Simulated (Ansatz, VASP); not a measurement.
# One calculation of PbSe, two programs

File INCAR:

```
PREC = Accurate
ENCUT = 520
EDIFF = 1E-7
ISMEAR = 0
SIGMA = 0.03
LREAL = F
LASPH = T
NELM = 60
ALGO = Normal
ISIF = 2
LWAVE = F
LCHARG = F
GGA = PE
IVDW = 12
NBANDS = 17
```

The input KPOINTS:

```
regular mesh
0
Gamma
  10 10 10
```

POSCAR

```
PbSe
1.0
    0.0000000000      3.1846360000      3.0621500000
    3.1846360000      0.0000000000      3.0621500000
    3.1846360000      3.1846360000      0.0000000000
Pb Se
1 1
Direct
    0.0000000000      0.0000000000      0.0000000000
    0.5000000000      0.5000000000      0.5000000000
```

Input for Ansatz:

```yaml
crystal:
  lattice:
    - [0.0, 3.184636, 3.06215]
    - [3.184636, 0.0, 3.06215]
    - [3.184636, 3.184636, 0.0]
  atoms:
    - { symbol: Pb, position: [0.0, 0.0, 0.0] }
    - { symbol: Se, position: [0.5, 0.5, 0.5] }
basis:
  ecutwfc: 420
kpoints:
  mp_grid: { grid: [10, 10, 10] }
hamiltonian:
  xc: pbe
  dispersion: d3bj
scf:
  occupations: { method: gaussian, width: 0.03 }
output:
  forces: true
  stress: true
  eigenvalues: true
```

Change from the starting cell: strain +0.040 along x and y, +0.000 along z, atoms carried along.

Alike in both runs: task single point; functional PBE; dispersion D3(BJ); k mesh 10 × 10 × 10; occupations gaussian, width 0.03 eV; no spin polarisation.

|  | VASP | Ansatz |
| --- | --- | --- |
| version | VASP 6.6.1 | Ansatz 0.2.0 |
| potentials or method | VASP PAW PBE potentials, release 64 (Pb_d, Se), cutoff 520 eV | scalar-relativistic, plane waves, PAW |
| valence electrons in the cell | 20 | 30 |

```tsv
	VASP	Ansatz	Ansatz less VASP
gap on the k mesh at the Fermi level (eV)	0.49	0.49	-0.004
least direct gap on the mesh (eV)	0.49	0.49	-0.004
pressure (GPa)	-2.6	-2.6	+0.02
traceless stress, the component that is largest in VASP (GPa)	2.48	2.47	-0.007
```

VASP's potentials hold 20 valence electrons a cell and Ansatz's 30, so a difference there can come from the potentials and not from the codes. Ansatz's warnings: dispersion switch in reach.

Neither program's run includes spin-orbit coupling.
